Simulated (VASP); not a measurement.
A run of VASP 6.6.1:

Contents of INCAR:

```
SYSTEM = Sr
PREC = Accurate
ENCUT = 520
EDIFF = 1E-7
ISMEAR = -1
SIGMA = 0.05
LREAL = .FALSE.
LASPH = .TRUE.
NELM = 80
ALGO = Normal
ISIF = 2
LWAVE = .FALSE.
LCHARG = .FALSE.
GGA = PE
NBANDS = 17
```

File KPOINTS:

```
regular mesh
0
G
  11 11 6
  0 0 0
```

File POSCAR:

```
Sr
1.0
    4.2649774785      0.0000000000      0.0000000000
   -2.1324887393      3.6935788429      0.0000000000
    0.0000000000      0.0000000000      7.0236142044
Sr
2
Direct
    0.3333333333      0.6666666667      0.2500000000
    0.6666666667      0.3333333333      0.7500000000
```

Potentials or basis: VASP PAW PBE potentials, release 64 (Sr_sv).

The run is started by

```console
$ cat potpaw_PBE.64/Sr_sv/POTCAR > POTCAR
$ mpirun -np 1 vasp_std > vasp.out
```

Hardware: 1 thread of Intel Xeon 8259CL, with other jobs on the host.

How long does it take, and how much memory?

It took 110 s on 1 thread of Intel Xeon 8259CL, with other jobs on the host, peak memory 0.28 GiB. Counts: scf iterations 14, k points 64.
